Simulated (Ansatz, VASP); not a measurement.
# Two plane-wave programs on W

```
W
1.0
     2.03000   -2.03000    0.00000
     2.03000    0.00000   -2.03000
     9.85205    9.85205    9.85205
W
6
Direct
  0.66667 0.66667 0.06867
  0.00000 0.00000 0.75550
  0.33333 0.33333 0.20603
  0.66667 0.66667 0.48077
  0.00000 0.00000 0.34340
  0.33333 0.33333 0.61813
```

Alike in both runs: task single point; functional PBEsol; k mesh 19 × 19 × 4; occupations gaussian, width 0.15 eV; no spin polarisation.

|  | VASP | Ansatz |
| --- | --- | --- |
| version | VASP 6.6.1 | Ansatz 0.2.0 |
| potentials or method | VASP PAW PBE potentials, release 64 (W_sv), cutoff 520 eV | scalar-relativistic, plane waves, PAW |
| valence electrons in the cell | 84 | 84 |

Ansatz gave:

- gap on the k mesh at the Fermi level (eV): none
- pressure (GPa): -15.6
- traceless stress, the component that is largest in VASP (GPa): 3.45
- rms of the force components (eV/Å): 0.122

Problem. What did VASP give for the same quantities?

Solution. gap on the k mesh at the Fermi level (eV): none; pressure (GPa): -15.3; traceless stress, the component that is largest in VASP (GPa): 3.44; rms of the force components (eV/Å): 0.116.

VASP's potentials were made for PBE, not for PBEsol. Atom by atom the forces differ by 0.007 eV/Å (rms over components). A gap of «none» marks a metal or a gap that the smearing closes. The functional is the same, so the differences come from potentials, cutoffs and numerics.

Neither program's run includes spin-orbit coupling.
